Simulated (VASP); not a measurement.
# Zn (Fm-3m) in VASP: further runs

Zn is run at these levels: PBE, LDA; tasks: vibrations by perturbation theory, electric field gradients, elastic constants.

Program: VASP 6.6.1. These are calculated values, not measurements. Logs are shortened: lines on timing, memory, paths and dates and some standing lists are left out, and cuts for length are marked.

## Step 1: The cell of the first run

It takes space group Fm-3m (No. 225, cubic). Conventional cell: a = 3.930 Å, b = 3.930 Å, c = 3.930 Å, α = 90.00°, β = 90.00°, γ = 90.00°. Zn (site symmetry m-3m) has 12 Zn at 2.78 Å within 3.7 Å.

## Step 2: Vibrations by perturbation theory, PBE

Input file INCAR:

```
SYSTEM = Zn
PREC = Accurate ; ENCUT = 520
EDIFF = 1E-8 ; ISMEAR = -1
SIGMA = 0.05 ; LREAL = .False.
LASPH = .True. ; NELM = 60
ALGO = Fast ; ISIF = 2
LWAVE = .False. ; LCHARG = .False.
GGA = PE ; NBANDS = 12
IBRION = 8 ; NSW = 1
```

Input file KPOINTS:

```
regular mesh
0
Gamma
  9 9 9
  0 0 0
```

Input file POSCAR:

```
Zn
1.0
    0.0000000000      1.9647760000      1.9647760000
    1.9647760000      0.0000000000      1.9647760000
    1.9647760000      1.9647760000      0.0000000000
Zn
1
Direct
    0.0000000000      0.0000000000      0.0000000000
```

Potentials or basis: VASP PAW PBE potentials, release 64 (Zn).

On the command line:

```sh
cat potpaw_PBE.64/Zn/POTCAR > POTCAR
mpirun -np 1 vasp_std > vasp.out
```

OUTCAR:

```text
SYSTEM = Zn
   PREC = Accurate
   ENCUT = 520
   EDIFF = 1E-8
   ISMEAR = -1
   LREAL = .False.
   LASPH = .True.
   NELM = 60
   ISIF = 2
   GGA = PE
   IBRION = 8
   NSW = 1

 ion  position               nearest neighbor table
   1  0.000  0.000  0.000-

  LATTYP: Found a face centered cubic cell.
 ALAT       =     3.9295520000

  Lattice vectors:

 A1 = (   0.0000000000,   1.9647760000,   1.9647760000)
 A2 = (   1.9647760000,   0.0000000000,   1.9647760000)
 A3 = (   1.9647760000,   1.9647760000,   0.0000000000)

Analysis of symmetry for initial positions (statically):
=====================================================================
 Subroutine PRICEL returns:
 Original cell was already a primitive cell.

 Routine SETGRP: Setting up the symmetry group for a
 face centered cubic supercell.

 Subroutine GETGRP returns: Found 48 space group operations
 (whereof 48 operations were pure point group operations)
 out of a pool of 48 trial point group operations.

The static configuration has the point symmetry O_h .

Analysis of symmetry for dynamics (positions and initial velocities):
=====================================================================
 Subroutine PRICEL returns:
 Original cell was already a primitive cell.

 Routine SETGRP: Setting up the symmetry group for a
 face centered cubic supercell.

 Subroutine GETGRP returns: Found 48 space group operations
 (whereof 48 operations were pure point group operations)
 out of a pool of 48 trial point group operations.

The dynamic configuration has the point symmetry O_h .

 Subroutine INISYM returns: Found 48 space group operations
 (whereof 48 operations are pure point group operations),
 and found     1 'primitive' translations

----------------------------------------------------------------------------------------

                                     Primitive cell

  volume of cell :      15.1694

  direct lattice vectors                    reciprocal lattice vectors
     0.000000000  1.964776000  1.964776000    -0.254481936  0.254481936  0.254481936
     1.964776000  0.000000000  1.964776000     0.254481936 -0.254481936  0.254481936
     1.964776000  1.964776000  0.000000000     0.254481936  0.254481936 -0.254481936

  length of vectors
     2.778612866  2.778612866  2.778612866     0.440775643  0.440775643  0.440775643

  position of ions in fractional coordinates (direct lattice)
     0.000000000  0.000000000  0.000000000

  ion indices of the primitive-cell ions
   primitive index   ion index
                 1           1

----------------------------------------------------------------------------------------

 KPOINTS: regular mesh

Automatic generation of k-mesh.
 Grid dimensions read from file:
 generate k-points for:    9    9    9

 Generating k-lattice:

  Cartesian coordinates                     Fractional coordinates (reciprocal lattice)
    -0.028275771  0.028275771  0.028275771     0.111111111  0.000000000  0.000000000
     0.028275771 -0.028275771  0.028275771     0.000000000  0.111111111  0.000000000
     0.028275771  0.028275771 -0.028275771     0.000000000  0.000000000  0.111111111

  Length of vectors
     0.048975071  0.048975071  0.048975071

  Shift w.r.t. Gamma in fractional coordinates (k-lattice)
     0.000000000  0.000000000  0.000000000

 Subroutine IBZKPT returns following result:
 ===========================================

 Found     35 irreducible k-points:

 Following reciprocal coordinates:
            Coordinates               Weight
  0.000000  0.000000  0.000000      1.000000
[... 57 lines left out ...]
   ISMEAR =    -1;   SIGMA  =   0.05  broadening in eV -4-tet -1-fermi 0-gaus
   EFERMI_NEDOS =   21; number of points for ismear=-14 and -15
   IALGO  =     68    algorithm
   IMIX   =      4    mixing-type and parameters
     AMIX     =   0.40;   BMIX     =  1.00
     AMIX_MAG =   1.60;   BMIX_MAG =  1.00
  volume/ion in A,a.u.               =      15.17       102.37
  Fermi-wavevector in a.u.,A,eV,Ry     =   1.514069  2.861175 31.190044  2.292404
  Thomas-Fermi vector in A             =   2.623775
   LORBIT       =      0    0 simple, 1 ext, 2 COOP (PROOUT), +10 PAW based schemes
   GGA     = PE    functional components
   LHFCALC =     F    Hartree Fock is set to
   AEXX    =    0.0000 exact exchange contribution
   IVDW    =     0    specifies the selected vdW correction
   LEPSILON=     F    determine dielectric tensor
   LRPA    =     F    only Hartree local field effects (RPA)
 non-spin polarized calculation
 RMM-DIIS sequential band-by-band and
  energy-cutoff  :      520.00
  volume of cell :       15.17
 maximum number of plane-waves:       419
 NGX is ok and might be reduce to    24
   NGX = 11   NGY = 11   NGZ = 11

--------------------------------------- Ionic step        1  -------------------------------------------

 number of electron      12.0000008 magnetization

 Free energy of the ion-electron system (eV)
  ---------------------------------------------------
  ext. energy  EPLUGINS =         0.00000000
  ---------------------------------------------------
  free energy    TOTEN  =        -1.07512195 eV

  energy without entropy =       -1.07239523  energy(sigma->0) =       -1.07375859

 E-fermi :   2.9808     XC(G=0): -11.5769

 val. band max:        2.9306646922   @ k =  -0.4444   0.2222   0.0000
 cond. band min:       3.2547018000   @ k =  -0.3333   0.4444   0.2222
 fundamental gap:      0.3240371078
 Fermi energy:         2.9808205682

 k-point     1 :       0.0000    0.0000    0.0000
  band No.  band energies     occupation
      1      -7.2706      2.00000
      2      -4.5364      2.00000
      3      -4.5364      2.00000
      4      -4.5364      2.00000
      5      -4.1567      2.00000
      6      -4.1567      2.00000
      7      21.3537      0.00000
      8      21.3537      0.00000
      9      21.3537      0.00000
     10      21.9767      0.00000
     11      24.1312      0.00000
     12      24.1312      0.00000
[... 331 lines left out ...]
 k-point    24 :       0.4444    0.4444    0.0000
  band No.  band energies     occupation
      1      -5.2034      2.00000
      2      -5.1286      2.00000
      3      -3.8955      2.00000
      4      -3.8282      2.00000
      5      -3.8282      2.00000
      6       0.9379      2.00000
      7       6.1987      0.00000
      8      11.6728      0.00000
      9      11.6728      0.00000
     10      15.2488      0.00000
     11      16.3981      0.00000
     12      38.7909      0.00000

 [... further k-points ...]
[... 5 lines left out ...]
  --------------------------------------------------------------------------------------
  -------------------------------------------------------------------------------------
  Total        0.0466688      0.0466688      0.0466688     -0.0000000     -0.0000000     -0.0000000
  in kB        4.9291009      4.9291009      4.9291009     -0.0000000     -0.0000000     -0.0000000
  external PRESSURE =       4.9291009 kB  Pullay stress =       0.0000000 kB

 VOLUME and BASIS-vectors are now :
 -----------------------------------------------------------------------------
  energy-cutoff  :      520.00
  volume of cell :       15.17
      direct lattice vectors                 reciprocal lattice vectors
     0.000000000  1.964776000  1.964776000    -0.254481936  0.254481936  0.254481936
     1.964776000  0.000000000  1.964776000     0.254481936 -0.254481936  0.254481936
     1.964776000  1.964776000  0.000000000     0.254481936  0.254481936 -0.254481936

 POSITION                                       TOTAL-FORCE (eV/Angst)
 -----------------------------------------------------------------------------------
      0.00000      0.00000      0.00000         0.000000      0.000000      0.000000
 -----------------------------------------------------------------------------------
    total drift:                               -0.000000      0.000000      0.000000

  FREE ENERGIE OF THE ION-ELECTRON SYSTEM (eV)
  ---------------------------------------------------
  free  energy   TOTEN  =        -1.0751219459 eV

  energy  without entropy=       -1.0723952317  energy(sigma->0) =       -1.07375859

[... ionic steps 2 to 3 ...]

--------------------------------------- Ionic step        4  -------------------------------------------

 Free energy of the ion-electron system (eV)
  ---------------------------------------------------
  ---------------------------------------------------
  free energy    TOTEN  =        -0.20045558 eV

  energy without entropy =       -0.20045558

------------------------ aborting loop because EDIFF is reached ----------------------------------------

 INTERNAL STRAIN TENSOR  FOR ION    1  DIRECTION 1   (eV/Angst):
 -----------------------------------------------------------------------------
    -0.00197 -0.00000 -0.00000
     0.00000 -0.00213 -0.00000
    -0.00000 -0.00000 -0.00213

 INTERNAL STRAIN TENSOR FOR ION    1 for displacements in x,y,z  (eV/Angst):
          X           Y           Z          XY          YZ          ZX
  --------------------------------------------------------------------------------
  x     0.00000     0.00000     0.00000     0.00000     0.00000     0.00000
  y     0.00000     0.00000     0.00000     0.00000     0.00000     0.00000
  z     0.00000     0.00000     0.00000     0.00000     0.00000     0.00000

 SECOND DERIVATIVES (NOT SYMMETRIZED)
 ------------------------------------
               1X          1Y          1Z
  1X    -0.045580    0.000000    0.000000
  1Y     0.000000   -0.045580    0.000000
  1Z     0.000000    0.000000   -0.045580

 Eigenvectors and eigenvalues of the dynamical matrix
 ----------------------------------------------------

   1 f  =    0.412746 THz     2.593359 2PiTHz   13.767720 cm-1     1.706979 meV
             X         Y         Z           dx          dy          dz
      0.000000  0.000000  0.000000     1.000000    0.000000    0.000000

   2 f  =    0.412746 THz     2.593359 2PiTHz   13.767720 cm-1     1.706979 meV
             X         Y         Z           dx          dy          dz
      0.000000  0.000000  0.000000     0.000000    1.000000    0.000000

   3 f  =    0.412746 THz     2.593359 2PiTHz   13.767720 cm-1     1.706979 meV
             X         Y         Z           dx          dy          dz
      0.000000  0.000000  0.000000     0.000000    0.000000    1.000000

--------------------------------------------------------------------------------------------------------

 ELASTIC MODULI CONTR FROM IONIC RELAXATION (kBar)
 Direction    XX          YY          ZZ          XY          YZ          ZX
 --------------------------------------------------------------------------------
 XX           0.0000      0.0000      0.0000      0.0000      0.0000      0.0000
 YY           0.0000      0.0000      0.0000      0.0000      0.0000      0.0000
 ZZ           0.0000      0.0000      0.0000      0.0000      0.0000      0.0000
 XY           0.0000      0.0000      0.0000      0.0000      0.0000      0.0000
 YZ           0.0000      0.0000      0.0000      0.0000      0.0000      0.0000
 ZX           0.0000      0.0000      0.0000      0.0000      0.0000      0.0000
 --------------------------------------------------------------------------------
```

It took 17 s on 1 thread of Intel Xeon Platinum 8488C (Sapphire Rapids), shared host; peak memory 0.16 GiB.

[end of part 1 of 2]
